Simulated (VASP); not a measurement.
# YN (Fm-3m) in VASP: further runs

The runs below take YN through electric field gradients, with LDA.

Everything below comes from runs of VASP 6.6.1. Logs are shortened: lines on timing, memory, paths and dates and some standing lists are left out, and cuts for length are marked.

**1. The cell of the first run**

The structure is cubic, space group Fm-3m (No. 225). The conventional cell has a = 4.811 Å, b = 4.811 Å, c = 4.811 Å, α = 90.00°, β = 90.00°, γ = 90.00°. Within 3.2 Å of Y (site symmetry m-3m) lie 6 N at 2.41 Å. Within 3.2 Å of N (site symmetry m-3m) lie 6 Y at 2.41 Å.

**2. Electric field gradients, LDA (13.92 Å³/atom)**

Input file INCAR:

```
PREC = Accurate
ENCUT = 520
EDIFF = 1E-8
ISMEAR = -1
SIGMA = 0.03
LREAL = F
LASPH = T
NELM = 120
ALGO = Normal
ISIF = 2
LWAVE = F
LCHARG = F
LEFG = T
NBANDS = 15
GGA_COMPAT = F
```

Input file KPOINTS:

```
Automatic mesh
0
Gamma
  9 9 9
```

Input file POSCAR:

```
YN
1.0
    0.0000000000      2.4055432573      2.4055432573
    2.4055432573      0.0000000000      2.4055432573
    2.4055432573      2.4055432573      0.0000000000
Y N
1 1
Direct
    0.0000000000      0.0000000000      0.0000000000
    0.5000000000      0.5000000000      0.5000000000
```

Potentials or basis: VASP PAW LDA potentials, release 64 (Y_sv, N).

Command:

```console
cat potpaw_LDA.64/Y_sv/POTCAR potpaw_LDA.64/N/POTCAR > POTCAR
mpirun -np 1 vasp_std > vasp.out
```

OUTCAR:

```text
PREC = Accurate
   ENCUT = 520
   EDIFF = 1E-8
   ISMEAR = -1
   LREAL = F
   LASPH = T
   NELM = 120
   ISIF = 2

 ion  position               nearest neighbor table
   1  0.000  0.000  0.000-   2 2.41   2 2.41   2 2.41   2 2.41   2 2.41   2 2.41
   2  0.500  0.500  0.500-   1 2.41   1 2.41   1 2.41   1 2.41   1 2.41   1 2.41

  LATTYP: Found a face centered cubic cell.
 ALAT       =     4.8110865146

  Lattice vectors:

 A1 = (   0.0000000000,   2.4055432573,   2.4055432573)
 A2 = (   2.4055432573,   0.0000000000,   2.4055432573)
 A3 = (   2.4055432573,   2.4055432573,   0.0000000000)

Analysis of symmetry for initial positions (statically):
=====================================================================
 Subroutine PRICEL returns:
 Original cell was already a primitive cell.

 Routine SETGRP: Setting up the symmetry group for a
 face centered cubic supercell.

 Subroutine GETGRP returns: Found 48 space group operations
 (whereof 48 operations were pure point group operations)
 out of a pool of 48 trial point group operations.

The static configuration has the point symmetry O_h .

Analysis of symmetry for dynamics (positions and initial velocities):
=====================================================================
 Subroutine PRICEL returns:
 Original cell was already a primitive cell.

 Routine SETGRP: Setting up the symmetry group for a
 face centered cubic supercell.

 Subroutine GETGRP returns: Found 48 space group operations
 (whereof 48 operations were pure point group operations)
 out of a pool of 48 trial point group operations.

The dynamic configuration has the point symmetry O_h .

 Subroutine INISYM returns: Found 48 space group operations
 (whereof 48 operations are pure point group operations),
 and found     1 'primitive' translations

----------------------------------------------------------------------------------------

                                     Primitive cell

  volume of cell :      27.8400

  direct lattice vectors                    reciprocal lattice vectors
     0.000000000  2.405543257  2.405543257    -0.207853257  0.207853257  0.207853257
     2.405543257  0.000000000  2.405543257     0.207853257 -0.207853257  0.207853257
     2.405543257  2.405543257  0.000000000     0.207853257  0.207853257 -0.207853257

  length of vectors
     3.401951899  3.401951899  3.401951899     0.360012401  0.360012401  0.360012401

  position of ions in fractional coordinates (direct lattice)
     0.000000000  0.000000000  0.000000000
     0.500000000  0.500000000  0.500000000

  ion indices of the primitive-cell ions
   primitive index   ion index
                 1           1
                 2           2

----------------------------------------------------------------------------------------

 KPOINTS: Automatic mesh

Automatic generation of k-mesh.
 Grid dimensions read from file:
 generate k-points for:    9    9    9

 Generating k-lattice:

  Cartesian coordinates                     Fractional coordinates (reciprocal lattice)
    -0.023094806  0.023094806  0.023094806     0.111111111  0.000000000  0.000000000
     0.023094806 -0.023094806  0.023094806     0.000000000  0.111111111  0.000000000
     0.023094806  0.023094806 -0.023094806     0.000000000  0.000000000  0.111111111

  Length of vectors
     0.040001378  0.040001378  0.040001378

  Shift w.r.t. Gamma in fractional coordinates (k-lattice)
     0.000000000  0.000000000  0.000000000

 Subroutine IBZKPT returns following result:
 ===========================================

 Found     35 irreducible k-points:

 Following reciprocal coordinates:
            Coordinates               Weight
  0.000000  0.000000  0.000000      1.000000
  0.111111  0.000000  0.000000      8.000000
  0.222222  0.000000  0.000000      8.000000
  0.333333  0.000000  0.000000      8.000000
  0.444444  0.000000  0.000000      8.000000
  0.111111  0.111111  0.000000      6.000000
[... 16 lines left out ...]
 -0.333333  0.333333  0.000000     12.000000
  0.444444  0.444444  0.000000      6.000000
 [... further k-points ...]
   k-points           NKPTS =     35   k-points in BZ     NKDIM =     35   number of bands    NBANDS=     15
   number of dos      NEDOS =    301   number of ions     NIONS =      2
   total plane-waves  NPLWV =  21952
   dimension x,y,z NGX =    28 NGY =   28 NGZ =   28
   dimension x,y,z NGXF=    56 NGYF=   56 NGZF=   56
   ions per type =               1   1
   NGX,Y,Z   is equivalent  to a cutoff of  13.68, 13.68, 13.68 a.u.
   NGXF,Y,Z  is equivalent  to a cutoff of  27.37, 27.37, 27.37 a.u.
 SYSTEM =  unknown system
   PREC   = accura    normal or accurate (medium, high low for compatibility)
   ISTART =      0    job   : 0-new  1-cont  2-samecut
   ICHARG =      2    charge: 1-file 2-atom 10-const
   ISPIN  =      1    spin polarized calculation?
   LNONCOLLINEAR =      F non collinear calculations
   LSORBIT =      F    spin-orbit coupling
   LASPH  =      T    aspherical Exc in radial PAW
   ENCUT  =  520.0 eV  38.22 Ry    6.18 a.u.   6.33  6.33  6.33*2*pi/ulx,y,z
   NELM   =    120;   NELMIN=  2; NELMDL= -5     # of ELM steps
   EDIFF  = 0.1E-07   stopping-criterion for ELM
   LREAL  =      F    real-space projection
   EDIFFG = 0.1E-06   stopping-criterion for IOM
   NSW    =      0    number of steps for IOM
   IBRION =     -1    ionic relax: 0-MD 1-quasi-New 2-CG
   NFREE  =      0    steps in history (QN), initial steepest desc. (CG)
   ISIF   =      2    stress and relaxation
   ISYM   =      2    0-nonsym 1-usesym 2-fastsym
   POTIM  = 0.5000    time-step for ionic-motion
   TEBEG  =    0.0;   TEEND  =   0.0 temperature during run
   PSTRESS=    0.0 pullay stress
   NELECT =      16.0000    total number of electrons
   NUPDOWN=      -1.0000    fix difference up-down
   EMIN   =  10.00;   EMAX   =-10.00  energy-range for DOS
   EFERMI =   0.00;   METHOD = LEGACY
   ISMEAR =    -1;   SIGMA  =   0.03  broadening in eV -4-tet -1-fermi 0-gaus
   EFERMI_NEDOS =   21; number of points for ismear=-14 and -15
   IALGO  =     38    algorithm
   IMIX   =      4    mixing-type and parameters
     AMIX     =   0.40;   BMIX     =  1.00
     AMIX_MAG =   1.60;   BMIX_MAG =  1.00
  volume/ion in A,a.u.               =      13.92        93.94
  Fermi-wavevector in a.u.,A,eV,Ry     =   1.361105  2.572116 25.206249  1.852607
  Thomas-Fermi vector in A             =   2.487710
   LORBIT       =      0    0 simple, 1 ext, 2 COOP (PROOUT), +10 PAW based schemes
   GGA     = CA    functional components
   LHFCALC =     F    Hartree Fock is set to
   AEXX    =    0.0000 exact exchange contribution
   IVDW    =     0    specifies the selected vdW correction
   LEPSILON=     F    determine dielectric tensor
   LRPA    =     F    only Hartree local field effects (RPA)
 non-spin polarized calculation
  energy-cutoff  :      520.00
  volume of cell :       27.84
 maximum number of plane-waves:       759
 NGX is ok and might be reduce to    28
   NGX = 13   NGY = 13   NGZ = 13

 number of electron      16.0000000 magnetization

 Free energy of the ion-electron system (eV)
  ---------------------------------------------------
  ext. energy  EPLUGINS =         0.00000000
  ---------------------------------------------------
  free energy    TOTEN  =       -19.88549119 eV

  energy without entropy =      -19.88509003  energy(sigma->0) =      -19.88529061

 E-fermi :   4.2489     XC(G=0): -11.8196

 val. band max:        4.2327778428   @ k =   0.0000   0.0000   0.0000
 cond. band min:       4.2933301565   @ k =   0.4444   0.4444   0.0000
 fundamental gap:      0.0605523137
 Fermi energy:         4.2488500486

 k-point     1 :       0.0000    0.0000    0.0000
  band No.  band energies     occupation
      1     -36.1076      2.00000
      2     -15.8291      2.00000
      3     -15.8291      2.00000
      4     -15.8291      2.00000
      5      -8.5861      2.00000
      6       4.2328      1.26165
      7       4.2328      1.26164
      8       4.2328      1.26164
      9       7.3537      0.00000
     10       7.3537      0.00000
     11       7.3537      0.00000
     12       8.8301      0.00000
     13       9.5004      0.00000
     14       9.5004      0.00000
     15      15.1259      0.00000
[... 397 lines left out ...]
 k-point    24 :       0.4444    0.4444    0.0000
  band No.  band energies     occupation
      1     -35.9110      2.00000
      2     -16.8411      2.00000
      3     -16.2123      2.00000
      4     -16.2123      2.00000
      5      -8.1031      2.00000
      6       2.6728      2.00000
      7       3.8709      1.99999
      8       3.8709      1.99999
      9       4.2933      0.37005
     10      11.3075      0.00000
     11      11.8646      0.00000
     12      12.4320      0.00000
     13      12.4320      0.00000
     14      14.7963      0.00000
     15      16.5770      0.00000

 [... further k-points ...]
[... 5 lines left out ...]
  --------------------------------------------------------------------------------------
  -------------------------------------------------------------------------------------
  Total        0.2103209      0.2103209      0.2103209     -0.0000000     -0.0000000      0.0000000
  in kB       12.1038493     12.1038493     12.1038493     -0.0000000     -0.0000000      0.0000000
  external PRESSURE =      12.1038493 kB  Pullay stress =       0.0000000 kB

 VOLUME and BASIS-vectors are now :
 -----------------------------------------------------------------------------
  energy-cutoff  :      520.00
  volume of cell :       27.84
      direct lattice vectors                 reciprocal lattice vectors
     0.000000000  2.405543257  2.405543257    -0.207853257  0.207853257  0.207853257
     2.405543257  0.000000000  2.405543257     0.207853257 -0.207853257  0.207853257
     2.405543257  2.405543257  0.000000000     0.207853257  0.207853257 -0.207853257

 POSITION                                       TOTAL-FORCE (eV/Angst)
 -----------------------------------------------------------------------------------
      0.00000      0.00000      0.00000         0.000000      0.000000      0.000000
      2.40554      2.40554      2.40554         0.000000     -0.000000     -0.000000
 -----------------------------------------------------------------------------------
    total drift:                                0.000000      0.000000      0.000000

  FREE ENERGIE OF THE ION-ELECTRON SYSTEM (eV)
  ---------------------------------------------------
  free  energy   TOTEN  =       -19.8854911870 eV

  energy  without entropy=      -19.8850900323  energy(sigma->0) =      -19.88529061

 Electric field gradients (V/A^2)
---------------------------------------------------------------------
 ion       V_xx      V_yy      V_zz      V_xy      V_xz      V_yz
---------------------------------------------------------------------
   1      -0.000     0.000     0.000    -0.000    -0.000    -0.000
   2      -0.000    -0.000     0.000     0.000     0.000     0.000
---------------------------------------------------------------------

 Electric field gradients after diagonalization (V/A^2)
 (convention: |V_zz| > |V_xx| > |V_yy|)
----------------------------------------------------------------------
 ion       V_xx      V_yy      V_zz     asymmetry (V_yy - V_xx)/ V_zz
----------------------------------------------------------------------
   1       0.000     0.000    -0.000       0.000
   2      -0.000    -0.000     0.001       0.000
----------------------------------------------------------------------

           NMR quadrupolar parameters

 Cq : quadrupolar parameter    Cq=e*Q*V_zz/h
 eta: asymmetry parameters     (V_yy - V_xx)/ V_zz
 Q  : nuclear electric quadrupole moment in mb (millibarn)
----------------------------------------------------------------------
 ion       Cq(MHz)       eta       Q (mb)
----------------------------------------------------------------------
   1      -0.000       0.000       1.000
   2       0.000       0.000       1.000
----------------------------------------------------------------------
```

Wall time 28 s (1 thread of AMD EPYC 7R43 (Zen 3), shared host); peak memory 0.13 GiB.

Results:

```
Free energy                             : -19.8855 eV
Pressure                                : 1.2 GPa
Band gap on the k mesh                  : 0.06 eV (least direct gap 0.42 eV)
Largest electric field gradient by atom : zero within the noise of the run
```

Caveat: an odd mesh through Γ misses points on the zone boundary, where band edges can lie.

**3. Electric field gradients, LDA (14.21 Å³/atom)**

This run uses another cell than the first one, of 14.21 Å³/atom.

Input file INCAR:

```
SYSTEM = YN
PREC = Accurate ; ENCUT = 520
EDIFF = 1E-8 ; ISMEAR = -1
SIGMA = 0.03 ; LREAL = .FALSE.
LASPH = .TRUE. ; NELM = 120
ALGO = Normal ; ISIF = 2
LWAVE = .FALSE. ; LCHARG = .FALSE.
GGA = CA ; LEFG = .TRUE.
NBANDS = 15 ; GGA_COMPAT = .FALSE.
```

Input file KPOINTS:

```
regular mesh
0
G
  9 9 9
  0 0 0
```

Input file POSCAR:

```
YN
1.0
    0.0000000000      2.4221337351      2.4221337351
    2.4221337351      0.0000000000      2.4221337351
    2.4221337351      2.4221337351      0.0000000000
Y N
1 1
Direct
    0.0000000000      0.0000000000      0.0000000000
    0.5000000000      0.5000000000      0.5000000000
```

Potentials or basis: VASP PAW LDA potentials, release 64 (Y_sv, N).

Command:

```console
cat potpaw_LDA.64/Y_sv/POTCAR potpaw_LDA.64/N/POTCAR > POTCAR
mpirun -np 1 vasp_std > vasp.out
```

OUTCAR:

```text
SYSTEM = YN
   PREC = Accurate
   ENCUT = 520
   EDIFF = 1E-8
   ISMEAR = -1
   LREAL = .FALSE.
   LASPH = .TRUE.
   NELM = 120
   ISIF = 2
   GGA = CA

 ion  position               nearest neighbor table
   1  0.000  0.000  0.000-   2 2.42   2 2.42   2 2.42   2 2.42   2 2.42   2 2.42
   2  0.500  0.500  0.500-   1 2.42   1 2.42   1 2.42   1 2.42   1 2.42   1 2.42

  LATTYP: Found a face centered cubic cell.
 ALAT       =     4.8442674702

  Lattice vectors:

 A1 = (   0.0000000000,   2.4221337351,   2.4221337351)
 A2 = (   2.4221337351,   0.0000000000,   2.4221337351)
 A3 = (   2.4221337351,   2.4221337351,   0.0000000000)

Analysis of symmetry for initial positions (statically):
=====================================================================
 Subroutine PRICEL returns:
 Original cell was already a primitive cell.

 Routine SETGRP: Setting up the symmetry group for a
 face centered cubic supercell.

 Subroutine GETGRP returns: Found 48 space group operations
 (whereof 48 operations were pure point group operations)
 out of a pool of 48 trial point group operations.

The static configuration has the point symmetry O_h .

Analysis of symmetry for dynamics (positions and initial velocities):
=====================================================================
 Subroutine PRICEL returns:
 Original cell was already a primitive cell.

 Routine SETGRP: Setting up the symmetry group for a
 face centered cubic supercell.

 Subroutine GETGRP returns: Found 48 space group operations
 (whereof 48 operations were pure point group operations)
 out of a pool of 48 trial point group operations.

The dynamic configuration has the point symmetry O_h .
[... 166 lines left out ...]
     11       7.1940      0.00000
     12       8.5037      0.00000
     13       9.2871      0.00000
     14       9.2871      0.00000
[... 401 lines left out ...]
      2     -17.0086      2.00000
      3     -16.4223      2.00000
      4     -16.4223      2.00000
      5      -8.1698      2.00000
      6       2.5037      2.00000
      7       3.7237      2.00000
      8       3.7237      2.00000
      9       4.2027      0.22683
     10      11.0449      0.00000
     11      11.5165      0.00000
     12      12.1311      0.00000
     13      12.1311      0.00000
     14      14.4759      0.00000
     15      16.1583      0.00000

 [... further k-points ...]
[... 5 lines left out ...]
  --------------------------------------------------------------------------------------
  -------------------------------------------------------------------------------------
  Total       -0.4390926     -0.4390926     -0.4390926      0.0000000      0.0000000      0.0000000
  in kB      -24.7538283    -24.7538283    -24.7538283      0.0000000      0.0000000      0.0000000
  external PRESSURE =     -24.7538283 kB  Pullay stress =       0.0000000 kB

 VOLUME and BASIS-vectors are now :
 -----------------------------------------------------------------------------
  energy-cutoff  :      520.00
  volume of cell :       28.42
      direct lattice vectors                 reciprocal lattice vectors
     0.000000000  2.422133735  2.422133735    -0.206429560  0.206429560  0.206429560
     2.422133735  0.000000000  2.422133735     0.206429560 -0.206429560  0.206429560
     2.422133735  2.422133735  0.000000000     0.206429560  0.206429560 -0.206429560

 POSITION                                       TOTAL-FORCE (eV/Angst)
 -----------------------------------------------------------------------------------
      0.00000      0.00000      0.00000         0.000000     -0.000000      0.000000
      2.42213      2.42213      2.42213        -0.000000      0.000000     -0.000000
 -----------------------------------------------------------------------------------
    total drift:                                0.000000      0.000000      0.000000

  FREE ENERGIE OF THE ION-ELECTRON SYSTEM (eV)
  ---------------------------------------------------
  free  energy   TOTEN  =       -19.8833715258 eV

  energy  without entropy=      -19.8830636726  energy(sigma->0) =      -19.88321760

 Electric field gradients (V/A^2)
---------------------------------------------------------------------
 ion       V_xx      V_yy      V_zz      V_xy      V_xz      V_yz
---------------------------------------------------------------------
   1      -0.000    -0.000     0.000     0.000     0.000     0.000
   2       0.000     0.000     0.000     0.000     0.000     0.000
---------------------------------------------------------------------

 Electric field gradients after diagonalization (V/A^2)
 (convention: |V_zz| > |V_xx| > |V_yy|)
----------------------------------------------------------------------
 ion       V_xx      V_yy      V_zz     asymmetry (V_yy - V_xx)/ V_zz
----------------------------------------------------------------------
   1      -0.000    -0.000     0.000       0.000
   2      -0.000    -0.000     0.001       0.000
----------------------------------------------------------------------

           NMR quadrupolar parameters

 Cq : quadrupolar parameter    Cq=e*Q*V_zz/h
 eta: asymmetry parameters     (V_yy - V_xx)/ V_zz
 Q  : nuclear electric quadrupole moment in mb (millibarn)
----------------------------------------------------------------------
 ion       Cq(MHz)       eta       Q (mb)
----------------------------------------------------------------------
   1       0.000       0.000       1.000
   2       0.000       0.000       1.000
----------------------------------------------------------------------
```

stdout:

```text
POSCAR found type information on POSCAR Y N
 POSCAR found :  2 types and       2 ions
 scaLAPACK will be used
 LDA part: xc-table for (Slater(with rela. corr.)+CA(PZ))
 , standard interpolation
 POSCAR, INCAR and KPOINTS ok, starting setup
 FFT: planning ... GRIDC
 FFT: planning ... GRID_SOFT
 FFT: planning ... GRID
 WAVECAR not read
 entering main loop
ion   1

ion   2
```

It took 29 s on 1 thread of AMD EPYC 7R43 (Zen 3), shared host; peak memory 0.14 GiB.

What came out:

```
Free energy                             : -19.8834 eV
Pressure                                : -2.5 GPa
Band gap on the k mesh                  : 0.10 eV (least direct gap 0.48 eV)
Largest electric field gradient by atom : zero within the noise of the run
```

Levels at points of the mesh, in eV from the valence-band top:
| k point | band 5 | band 6 | band 7 | band 8 | band 9 | band 10 | band 11 | band 12 |
| --- | --- | --- | --- | --- | --- | --- | --- | --- |
| (0.00, 0.00, 0.00) | -12.77 | 0.00 | 0.00 | 0.00 | 3.09 | 3.09 | 3.09 | 4.40 |

Caveat: an odd mesh through Γ misses points on the zone boundary, where band edges can lie.
